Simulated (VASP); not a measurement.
**CaO: single point with PBEsol**

CaO:

```
CELL_PARAMETERS angstrom
9.53520 0.00000 0.00000
0.00000 9.53520 0.00000
0.00000 0.00000 9.53520
ATOMIC_POSITIONS crystal
O 0.25000 0.00000 0.00000
O 0.25000 0.00000 0.50000
O 0.25000 0.50000 0.00000
O 0.25000 0.50000 0.50000
O 0.75000 0.00000 0.00000
O 0.75000 0.00000 0.50000
O 0.75000 0.50000 0.00000
O 0.75000 0.50000 0.50000
O 0.00000 0.25000 0.00000
O 0.00000 0.25000 0.50000
O 0.00000 0.75000 0.00000
O 0.00000 0.75000 0.50000
O 0.50000 0.25000 0.00000
O 0.50000 0.25000 0.50000
O 0.50000 0.75000 0.00000
O 0.50000 0.75000 0.50000
O 0.00000 0.00000 0.25000
O 0.00000 0.00000 0.75000
O 0.00000 0.50000 0.25000
O 0.00000 0.50000 0.75000
O 0.50000 0.00000 0.25000
O 0.50000 0.00000 0.75000
O 0.50000 0.50000 0.25000
O 0.50000 0.50000 0.75000
O 0.25000 0.25000 0.25000
O 0.25000 0.25000 0.75000
O 0.25000 0.75000 0.25000
O 0.25000 0.75000 0.75000
O 0.75000 0.25000 0.25000
O 0.75000 0.25000 0.75000
O 0.75000 0.75000 0.25000
O 0.75000 0.75000 0.75000
Ca 0.00000 0.00000 0.00000
Ca 0.00000 0.00000 0.50000
Ca 0.00000 0.50000 0.00000
Ca 0.00000 0.50000 0.50000
Ca 0.50000 0.00000 0.00000
Ca 0.50000 0.00000 0.50000
Ca 0.50000 0.50000 0.00000
Ca 0.50000 0.50000 0.50000
Ca 0.25000 0.25000 0.00000
Ca 0.25000 0.25000 0.50000
Ca 0.25000 0.75000 0.00000
Ca 0.25000 0.75000 0.50000
Ca 0.75000 0.25000 0.00000
Ca 0.75000 0.25000 0.50000
Ca 0.75000 0.75000 0.00000
Ca 0.75000 0.75000 0.50000
Ca 0.25000 0.00000 0.25000
Ca 0.25000 0.00000 0.75000
Ca 0.25000 0.50000 0.25000
Ca 0.25000 0.50000 0.75000
Ca 0.75000 0.00000 0.25000
Ca 0.75000 0.00000 0.75000
Ca 0.75000 0.50000 0.25000
Ca 0.75000 0.50000 0.75000
Ca 0.00000 0.25000 0.25000
Ca 0.00000 0.25000 0.75000
Ca 0.00000 0.75000 0.25000
Ca 0.00000 0.75000 0.75000
Ca 0.50000 0.25000 0.25000
Ca 0.50000 0.25000 0.75000
Ca 0.50000 0.75000 0.25000
Ca 0.50000 0.75000 0.75000
```

```
Program                : VASP 6.6.1
Task                   : single point
Functional             : PBEsol
Potentials or basis    : VASP PAW PBE potentials, release 64 (O, Ca_sv)
Cutoff                 : 520 eV
k mesh                 : 1 × 1 × 1
Occupations            : fermi-dirac, width 0.05 eV
Spin                   : no spin polarisation
Dipole correction      : no
Further INCAR settings : LREAL = Auto; ALGO = Normal; EDIFF = 1e-06; NBANDS = 294
```

The pressure is 1.9 GPa. The band gap on the k mesh is 3.45 eV.

Levels at points of the mesh, in eV from the valence-band top:
```
           k point  band 253  band 254  band 255  band 256  band 257  band 258  band 259  band 260
(0.00, 0.00, 0.00)     -0.31      0.00      0.00      0.00      3.45      3.45      3.45      4.56
```

It took 9.8 min on 1 thread of Intel(R) Xeon(R) Platinum 8375C CPU @ 2.90GHz (Ice Lake), on a shared host, peak memory 0.75 GiB.

Caveat: the k points lie up to 0.66 Å⁻¹ apart; the PAW data sets were made with another functional, which shifts forces and pressure a little; an odd mesh through Γ misses points on the zone boundary, where band edges can lie.
